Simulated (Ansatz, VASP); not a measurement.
**Mo4W in VASP and in Ansatz**

```
CELL_PARAMETERS angstrom
-3.54871 3.54193 -1.59508
3.54318 3.53876 -1.58952
-0.00527 0.01622 -6.33299
ATOMIC_POSITIONS crystal
Mo 0.40011 0.79994 0.69992
Mo 0.40017 0.80008 0.19992
Mo 0.80002 0.59971 0.90014
Mo 0.80006 0.59986 0.40007
Mo 0.19996 0.40025 0.59991
Mo 0.19996 0.40023 0.09988
Mo 0.59993 0.19990 0.80005
Mo 0.59978 0.20002 0.30013
W 0.99996 0.00003 0.99998
W 0.00004 0.99999 0.50000
```

Change from the starting cell: cell x2, atoms moved at random (sigma 0.15 Å) and cell strained at random (1.5 %), then relaxed without symmetry.

Alike in both runs: functional PBE; k mesh 4 × 4 × 4; occupations gaussian, width 0.2 eV; no spin polarisation.

Ansatz relaxed the structure, and its values are those at the end. VASP's run is a single point on that final structure, the one shown.

```csv
,VASP,Ansatz
version,VASP 6.6.1,Ansatz 0.2.0
potentials or method,"VASP PAW PBE potentials, release 64 (Mo_sv, W_sv), cutoff 520 eV","scalar-relativistic, plane waves, PAW"
valence electrons in the cell,140,140
```

```tsv
	VASP	Ansatz	Ansatz less VASP
gap on the k mesh at the Fermi level (eV)	none	none	-
pressure (GPa)	0.5	0.0	-0.51
rms of the force components (eV/Å)	0.005	0.003	-0.0016
```

A gap of «none» marks a metal or a gap that the smearing closes.

Spin-orbit coupling is off throughout.
